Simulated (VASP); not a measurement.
Set up this calculation in VASP 6.6.1, as the native input.

| Property | Result |
| --- | --- |
| Task | single point |
| Functional | r2SCAN |
| Potentials or basis | VASP PAW PBE potentials, release 64 (Mg, Sb) |
| Cutoff | 660 eV |
| k mesh | 6 × 6 × 4 |
| Occupations | fermi-dirac, width 0.02 eV |
| Spin | no spin polarisation |
| Dipole correction | no |
| Further INCAR settings | ALGO = Normal; EDIFF = 1e-06; NBANDS = 16 |

Mg3Sb2:

```
CELL_PARAMETERS angstrom
4.57151 0.00000 0.00000
-2.28575 3.95904 0.00000
0.00000 0.00000 7.24490
ATOMIC_POSITIONS crystal
Mg 0.33333 0.66667 0.63351
Mg 0.66667 0.33333 0.36649
Mg 0.00000 0.00000 0.00000
Sb 0.33333 0.66667 0.22868
Sb 0.66667 0.33333 0.77132
```

One way to write it, as run:

POSCAR

```
Mg3Sb2
1.0
    4.5715054100      0.0000000000      0.0000000000
   -2.2857527000      3.9590398200      0.0000000000
    0.0000000000      0.0000000000      7.2448996400
Mg Sb
3 2
Direct
    0.3333333300      0.6666666700      0.6335056500
    0.6666666700      0.3333333300      0.3664943500
    0.0000000000      0.0000000000      0.0000000000
    0.3333333300      0.6666666700      0.2286768400
    0.6666666700      0.3333333300      0.7713231600
```

INCAR.step1

```
PREC = Accurate
ENCUT = 660
ISMEAR = -1
SIGMA = 0.02
LREAL = F
LASPH = T
NELM = 120
NBANDS = 16
GGA = PE
ALGO = Normal
EDIFF = 1E-5
LWAVE = T
LCHARG = F
GGA_COMPAT = F
```

INCAR.step2

```
PREC = Accurate
ENCUT = 660
EDIFF = 1E-6
ISMEAR = -1
SIGMA = 0.02
LREAL = F
LASPH = T
NELM = 120
ALGO = Normal
ISIF = 2
LWAVE = F
LCHARG = F
METAGGA = R2SCAN
LMIXTAU = T
NBANDS = 16
ISTART = 1
GGA_COMPAT = F
```

KPOINTS

```
regular mesh
0
Gamma
  6 6 4
```

Potentials or basis: VASP PAW PBE potentials, release 64 (Mg, Sb).

Launch:

```bash
$ cat potpaw_PBE.64/Mg/POTCAR potpaw_PBE.64/Sb/POTCAR > POTCAR
$ cp INCAR.step1 INCAR
$ mpirun -np 1 vasp_std > vasp.out
$ cp INCAR.step2 INCAR
$ mpirun -np 1 vasp_std > vasp.out
```

It gave:

```json
{
 "Pressure": "-0.1 GPa",
 "Largest force": "0.009 eV/Å",
 "Band gap on the k mesh": "0.56 eV (least direct gap 1.74 eV)"
}
```

Caveat: the PAW data sets were made with another functional, which shifts forces and pressure a little; spin-orbit coupling is left out, which moves the levels of the heavy elements.

It took 4.4 min on 1 thread of Intel(R) Xeon(R) 6975P-C (Granite Rapids), on a shared host, peak memory 0.38 GiB.
